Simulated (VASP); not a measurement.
Here is a VASP 6.6.1 calculation.

The input INCAR:

```
PREC = Accurate
ENCUT = 520
EDIFF = 1E-6
ISMEAR = 0
SIGMA = 0.02
LREAL = False
LASPH = True
NELM = 60
ALGO = Normal
ISIF = 2
LWAVE = False
LCHARG = False
GGA = PE
NBANDS = 41
```

File KPOINTS:

```
regular mesh
0
Gamma
  6 6 6
```

File POSCAR:

```
Ga2TeS5
1.0
   -4.1209510255      4.1209510255      3.1141346212
    4.1209510255     -4.1209510255      3.1141346212
    4.1209510255      4.1209510255     -3.1141346212
Ga Te S
2 1 5
Direct
    0.7457148906      0.2457148906      0.5000000000
    0.2457148906      0.7457148906      0.5000000000
    0.0336209600      0.0336209600      0.0000000000
    0.3199316932      0.1074227029      0.4350930947
    0.1074227029      0.6723296082      0.7874910097
    0.8848385984      0.3199316932      0.2125089903
    0.6723296082      0.8848385984      0.5649069053
    0.3904266561      0.3904266561      0.0000000000
```

Potentials or basis: VASP PAW PBE potentials, release 64 (Ga_d, Te, S).

The run is started by

```sh
$ cat potpaw_PBE.64/Ga_d/POTCAR potpaw_PBE.64/Te/POTCAR potpaw_PBE.64/S/POTCAR > POTCAR
$ mpirun -np 1 vasp_std > vasp.out
```

(1) Predict the largest force.

(2) What does it give for the pressure?

Results:

(1) 0.020 eV/Å.

(2) -0.1 GPa.
